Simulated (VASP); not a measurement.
A run of VASP 6.6.1:

Contents of INCAR:

```
SYSTEM = V
PREC = Accurate
ENCUT = 520
EDIFF = 1E-7
ISMEAR = -1
SIGMA = 0.1
LREAL = .False.
LASPH = .True.
NELM = 100
ALGO = Normal
ISIF = 2
LWAVE = .False.
LCHARG = .False.
GGA = RE
NBANDS = 12
```

File KPOINTS:

```
regular mesh
0
Gamma
  16 16 16
  0 0 0
```

Contents of POSCAR:

```
V
1.0
    0.0000000000      1.9942977365      1.9942977365
    1.9942977365      0.0000000000      1.9942977365
    1.9942977365      1.9942977365      0.0000000000
V
1
Direct
    0.0000000000      0.0000000000      0.0000000000
```

Potentials or basis: VASP PAW PBE potentials, release 64 (V_sv).

Run with:

```bash
$ cat potpaw_PBE.64/V_sv/POTCAR > POTCAR
$ mpirun -np 1 vasp_std > vasp.out
```

Hardware: 1 thread of Intel(R) Xeon(R) Platinum 8259CL CPU @ 2.50GHz (Skylake/Cascade Lake), with other jobs on the host.

Task: Estimate the wall time of this run.

Result: It took 41 s on 1 thread of Intel(R) Xeon(R) Platinum 8259CL CPU @ 2.50GHz (Skylake/Cascade Lake) (shared host), peak memory 0.15 GiB. Counts: scf iterations 14, k points 145.
